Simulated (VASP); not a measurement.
# Cd2InGaO4: single point with PBE

Crystal: Cd2InGaO4.

```xyz
8
Lattice="4.1929 0.0000 0.0000 0.0000 4.1929 0.0000 0.0000 0.0000 6.3688" Properties=species:S:1:pos:R:3 pbc="T T T"
Cd    2.0965    2.0965    1.6413
Cd    2.0965    2.0965    4.7275
In    0.0000    0.0000    0.0000
Ga    0.0000    0.0000    3.1844
O     2.0965    0.0000    0.0000
O     0.0000    2.0965    0.0000
O     2.0965    0.0000    3.1844
O     0.0000    2.0965    3.1844
```

| Property | Result |
| --- | --- |
| Program | VASP 6.6.1 |
| Task | single point |
| Functional | PBE |
| Potentials or basis | VASP PAW PBE potentials, release 64 (Cd_sv_GW, In_d, Ga_d, O) |
| Cutoff | 700 eV |
| k mesh | 8 × 8 × 8 |
| Occupations | gaussian, width 0.1 eV |
| Spin | no spin polarisation |
| Dipole correction | no |
| Further INCAR settings | ALGO = Normal; EDIFF = 1e-06; NBANDS = 55 |

The pressure is 0.1 GPa, the largest force is 0.004 eV/Å and the band gap on the k mesh is zero (bands 45 and 46 overlap by 2.22 eV).

Forces in eV/Å, atoms in the order of the input:
```
Cd   0.000  0.000 -0.004
Cd   0.000  0.000  0.004
In   0.000  0.000  0.000
Ga   0.000  0.000  0.000
O    0.000  0.000  0.000
O    0.000  0.000  0.000
O    0.000  0.000  0.000
O    0.000  0.000  0.000
```

Stress tensor (GPa, compression positive):
```
 0.25  0.00  0.00
 0.00  0.25  0.00
 0.00  0.00 -0.24
```

Levels at points of the mesh, in eV from the Fermi level:
```csv
k point,band 41,band 42,band 43,band 44,band 45,band 46,band 47,band 48,band 49,band 50
"(0.00, 0.00, 0.00)",-3.54,-3.36,-2.72,-2.72,-2.62,-1.03,0.20,1.45,3.03,4.02
"(0.50, 0.00, 0.00)",-4.21,-2.91,-2.87,-2.76,0.28,0.33,0.85,1.95,3.30,4.69
"(0.50, 0.50, 0.00)",-2.53,-2.53,-2.28,-2.16,-0.96,0.10,2.04,2.04,2.04,2.68
"(0.00, 0.00, 0.50)",-3.15,-3.05,-3.05,-2.89,-2.58,-1.55,0.32,0.80,4.71,4.82
"(0.50, 0.00, 0.50)",-3.58,-3.55,-3.54,-3.53,0.27,0.75,1.32,1.33,4.52,5.42
"(0.50, 0.50, 0.50)",-2.82,-2.49,-2.33,-2.17,0.67,0.75,1.55,1.62,3.70,3.70
```

Wall time 21 min on 1 thread of Intel(R) Xeon(R) Platinum 8488C (Sapphire Rapids), with other jobs on the host, peak memory 0.78 GiB.

Caveat: spin-orbit coupling is left out, which moves the levels of the heavy elements.
